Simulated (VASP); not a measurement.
Wanted: the native input for a VASP 6.6.1 run.

```
Task                   : single point
Functional             : PBEsol
Potentials or basis    : VASP PAW PBE potentials, release 64 (Sn_d, Mn_pv)
Cutoff                 : 520 eV
k mesh                 : 6 × 6 × 6
Occupations            : gaussian, width 0.1 eV
Spin                   : collinear spin, ferromagnetic start
Starting moments       : [0.0, 0.0, 0.0, 4.0] μB
Dipole correction      : no
Further INCAR settings : ALGO = Fast; EDIFF = 1e-06; NBANDS = 40
```

The structure of MnSn3 lies in POSCAR:

```
MnSn3
1.0
    0.0000000000      3.3941074405      3.3941074405
    3.3941074405      0.0000000000      3.3941074405
    3.3941074405      3.3941074405      0.0000000000
Sn Mn
3 1
Direct
    0.2500000000      0.2500000000      0.2500000000
    0.7500000000      0.7500000000      0.7500000000
    0.5000000000      0.5000000000      0.5000000000
    0.0000000000      0.0000000000      0.0000000000
```

The input as run:

INCAR

```
SYSTEM = MnSn3
PREC = Accurate
ENCUT = 520
EDIFF = 1E-6
ISMEAR = 0
SIGMA = 0.1
LREAL = .FALSE.
LASPH = .TRUE.
NELM = 150
ALGO = Fast
ISIF = 2
LWAVE = .FALSE.
LCHARG = .TRUE.
ISPIN = 2
MAGMOM = 0 0 0 4
LORBIT = 11
LMAXMIX = 4
GGA = PS
LELF = .TRUE.
LVHAR = .TRUE.
NBANDS = 40
```

KPOINTS

```
regular mesh
0
G
  6 6 6
  0 0 0
```

Potentials or basis: VASP PAW PBE potentials, release 64 (Sn_d, Mn_pv).

Launch:

```bash
$ cat potpaw_PBE.64/Sn_d/POTCAR potpaw_PBE.64/Mn_pv/POTCAR > POTCAR
$ mpirun -np 1 vasp_std > vasp.out
```

It gave:

```
Pressure                                              : 14.1 GPa
Net moment                                            : 3.12 μB per cell
Site moments                                          : Sn -0.09, -0.03 (each value once); Mn +3.24 μB
Valence electrons inside the program's atomic spheres : Sn 12.41, 12.42 (each value once); Mn 11.53
```

Caveat: the cell stands under pressure; the PAW data sets were made with another functional, which shifts forces and pressure a little.

Run time: 2.5 min on 1 thread of AMD EPYC 7R13 Processor (Zen 3), on a shared host, peak memory 0.25 GiB.
